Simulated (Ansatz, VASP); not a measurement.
One calculation of Mg, two programs

```
Mg
1.0
    -1.73863    1.73863    1.74149
     1.73863   -1.73863    1.74149
     1.73863    1.73863   -1.74149
Mg
1
Direct
  0.00000 0.00000 0.00000
```

Alike in both runs: task single point; functional PBEsol; k mesh 16 × 16 × 16; occupations gaussian, width 0.1 eV; no spin polarisation.

|  | VASP | Ansatz |
| --- | --- | --- |
| version | VASP 6.6.1 | Ansatz 0.2.0 |
| potentials or method | VASP PAW PBE potentials, release 64 (Mg), cutoff 520 eV | scalar-relativistic, plane waves, PAW |
| valence electrons in the cell | 2 | 10 |

```tsv
	VASP	Ansatz	Ansatz less VASP
gap on the k mesh at the Fermi level (eV)	none	none	-
pressure (GPa)	2.7	2.7	+0.03
```

VASP's potentials were made for PBE, not for PBEsol. A gap of «none» marks a metal or a gap that the smearing closes. The functional is the same, so the differences come from potentials, cutoffs and numerics. VASP's potentials hold 2 valence electrons a cell and Ansatz's 10, so a difference there can come from the potentials and not from the codes.
